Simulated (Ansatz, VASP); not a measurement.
**Hf2N: VASP beside Ansatz**

Contents of POSCAR:

```
Hf2N
1.0
    5.3131240200      0.0000000000      0.0000000000
    0.0000000000      5.3131240200      0.0000000000
    0.0000000000      0.0000000000      3.2420983900
Hf N
4 2
Direct
    0.2955363700      0.2955363700      0.0000000000
    0.7044636300      0.7044636300      0.0000000000
    0.7955363700      0.2044636300      0.5000000000
    0.2044636300      0.7955363700      0.5000000000
    0.0000000000      0.0000000000      0.0000000000
    0.5000000000      0.5000000000      0.5000000000
```

Contents of INCAR.step1:

```
SYSTEM = Hf2N
PREC = Accurate
ENCUT = 520
ISMEAR = 0
SIGMA = 0.1
LREAL = .FALSE.
LASPH = .TRUE.
NELM = 60
NBANDS = 34
GGA = PE
ALGO = Normal
EDIFF = 1E-4
LWAVE = .TRUE.
LCHARG = .FALSE.
```

The input INCAR.step2:

```
SYSTEM = Hf2N
PREC = Accurate
ENCUT = 520
EDIFF = 1E-6
ISMEAR = 0
SIGMA = 0.1
LREAL = .FALSE.
LASPH = .TRUE.
NELM = 60
ALGO = Normal
ISIF = 2
LWAVE = .FALSE.
LCHARG = .FALSE.
METAGGA = R2SCAN
LMIXTAU = .TRUE.
NBANDS = 34
ISTART = 1
```

KPOINTS

```
Automatic mesh
0
G
  8 8 12
  0 0 0
```

Input for Ansatz:

```yaml
crystal:
  lattice:
    - [5.31312402, 0.0, 0.0]
    - [0.0, 5.31312402, 0.0]
    - [0.0, 0.0, 3.24209839]
  atoms:
    - { symbol: Hf, position: [0.29553637, 0.29553637, 0.0] }
    - { symbol: Hf, position: [0.70446363, 0.70446363, 0.0] }
    - { symbol: Hf, position: [0.79553637, 0.20446363, 0.5] }
    - { symbol: Hf, position: [0.20446363, 0.79553637, 0.5] }
    - { symbol: "N", position: [0.0, 0.0, 0.0] }
    - { symbol: "N", position: [0.5, 0.5, 0.5] }
basis:
  ecutwfc: 600
kpoints:
  mp_grid: { grid: [8, 8, 12] }
hamiltonian:
  xc: r2scan
scf:
  occupations: { method: gaussian, width: 0.1 }
output:
  forces: true
  stress: true
  eigenvalues: true
```

Alike in both runs: task single point; functional r2SCAN; k mesh 8 × 8 × 12; occupations gaussian, width 0.1 eV; no spin polarisation.

|  | VASP | Ansatz |
| --- | --- | --- |
| version | VASP 6.6.1 | Ansatz 0.2.0 |
| potentials or method | VASP PAW PBE potentials, release 64 (Hf_pv, N), cutoff 520 eV | scalar-relativistic, plane waves, PAW |
| valence electrons in the cell | 50 | 114 |

Ansatz gave:

* gap on the k mesh at the Fermi level (eV): none
* pressure (GPa): 1.4
* traceless stress, the component that is largest in VASP (GPa): 0.08
* rms of the force components (eV/Å): 0.008

Task: Which values does VASP return?

Result: gap on the k mesh at the Fermi level (eV): none; pressure (GPa): 0.0; traceless stress, the component that is largest in VASP (GPa): -0.03; rms of the force components (eV/Å): 0.001.

VASP's potentials were made for PBE, not for r2SCAN. Atom by atom the forces differ by 0.007 eV/Å (rms over components). A gap of «none» marks a metal or a gap that the smearing closes. VASP's potentials hold 50 valence electrons a cell and Ansatz's 114, so a difference there can come from the potentials and not from the codes.

Neither program's run includes spin-orbit coupling.
